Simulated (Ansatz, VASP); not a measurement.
# Two plane-wave programs on BaTiO3

File INCAR:

```
PREC = Accurate ; ENCUT = 520
EDIFF = 1E-6 ; ISMEAR = -1
SIGMA = 0.05 ; LREAL = F
LASPH = T ; NELM = 100
ALGO = Normal ; ISIF = 2
LWAVE = F ; LCHARG = F
GGA = PE ; NBANDS = 51
```

KPOINTS

```
Automatic mesh
0
Gamma
  5 4 4
```

File POSCAR:

```
BaTiO3
1.0
   -2.8276681600     -1.6325549700     -2.3177316100
    2.8276681600     -4.8976649200      0.0000000000
   -2.8276681600     -1.6325549700      4.6354632200
Ba Ti O
2 2 6
Direct
    0.0157454600      0.9951067300      0.9732589900
    0.9842545400      0.5048932700      0.5267410100
    0.5038597100      0.9895382000      0.5036220000
    0.4681402900      0.5104618000      0.0243780000
    0.5305500000      0.2316233900      0.7331572700
    0.4862500000      0.7582766100      0.2399427300
    0.4792171100      0.7573442300      0.7334846100
    0.5375828900      0.2527557700      0.2396153900
    0.9908878400      0.0289311200      0.4795032700
    0.0461121600      0.4710688800      0.0036967300
```

The input input.yaml:

```yaml
crystal:
  lattice:
    - [-2.82766816, -1.63255497, -2.31773161]
    - [2.82766816, -4.89766492, 0.0]
    - [-2.82766816, -1.63255497, 4.63546322]
  atoms:
    - { symbol: Ba, position: [0.01574546, 0.99510673, 0.97325899] }
    - { symbol: Ba, position: [0.98425454, 0.50489327, 0.52674101] }
    - { symbol: Ti, position: [0.50385971, 0.9895382, 0.503622] }
    - { symbol: Ti, position: [0.46814029, 0.5104618, 0.024378] }
    - { symbol: O, position: [0.53055, 0.23162339, 0.73315727] }
    - { symbol: O, position: [0.48625, 0.75827661, 0.23994273] }
    - { symbol: O, position: [0.47921711, 0.75734423, 0.73348461] }
    - { symbol: O, position: [0.53758289, 0.25275577, 0.23961539] }
    - { symbol: O, position: [0.99088784, 0.02893112, 0.47950327] }
    - { symbol: O, position: [0.04611216, 0.47106888, 0.00369673] }
hamiltonian:
  xc: pbe
  pseudopotentials: { kind: paw }
kpoints:
  mp_grid: { grid: [5, 4, 4] }
scf:
  occupations: { method: fermi_dirac, width: 0.05 }
output:
  forces: true
  stress: true
  eigenvalues: true
  write_density: true
  write_potential: true
  elf: true
  volumetric_format: npy
```

Alike in both runs: task single point; functional PBE; k mesh 5 × 4 × 4; occupations fermi-dirac, width 0.05 eV; no spin polarisation.

|  | VASP | Ansatz |
| --- | --- | --- |
| version | VASP 6.6.1 | Ansatz 0.2.0 |
| potentials or method | VASP PAW PBE potentials, release 64 (Ba_sv, Ti_sv, O) | Ansatz PAW |
| plane-wave cutoff (eV) | 520 | 420 |
| valence electrons in the cell | 80 | 80 |

VASP gave:

```
gap on the k mesh at the Fermi level (eV)                     : 2.28
least direct gap on the mesh (eV)                             : 2.33
pressure (GPa)                                                : 10.4
traceless stress, the component that is largest in VASP (GPa) : 2.07
rms of the force components (eV/Å)                            : 1.153
```

Task: What did Ansatz give for the same quantities?

Result: gap on the k mesh at the Fermi level (eV): 2.31; least direct gap on the mesh (eV): 2.35; pressure (GPa): 8.5; traceless stress, the component that is largest in VASP (GPa): 2.01; rms of the force components (eV/Å): 1.119.

Atom by atom the forces differ by 0.054 eV/Å (rms over components).

Spin-orbit coupling is off throughout. Noted on Ansatz's run: odd divisions of the mesh miss points on the zone boundary, where band edges often lie, so the gap on the mesh can be too wide.
